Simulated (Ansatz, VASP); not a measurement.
## Al: VASP beside Ansatz

```
Al
1.0
     2.81246    0.00000    0.00000
    -1.40623    2.43566    0.00000
     0.00000    0.00000    4.86685
Al
2
Direct
  0.45333 0.33333 0.75000
  0.33333 0.66667 0.25000
```

Alike in both runs: task single point; functional PBEsol; dispersion D3(BJ); k mesh 18 × 18 × 10; occupations gaussian, width 0.15 eV; no spin polarisation.

```csv
,VASP,Ansatz
version,VASP 6.6.1,Ansatz 0.2.0
potentials or method,"VASP PAW PBE potentials, release 64 (Al), cutoff 520 eV","scalar-relativistic, plane waves, PAW"
valence electrons in the cell,6,6
```

```csv
,VASP,Ansatz,Ansatz less VASP
gap on the k mesh at the Fermi level (eV),none,none,-
pressure (GPa),-2.3,-2.4,-0.07
"traceless stress, the component that is largest in VASP (GPa)",1.74,1.74,-0.001
rms of the force components (eV/Å),0.264,0.262,-0.0015
```

VASP's potentials were made for PBE, not for PBEsol. Atom by atom the forces differ by 0.002 eV/Å (rms over components). A gap of «none» marks a metal or a gap that the smearing closes.
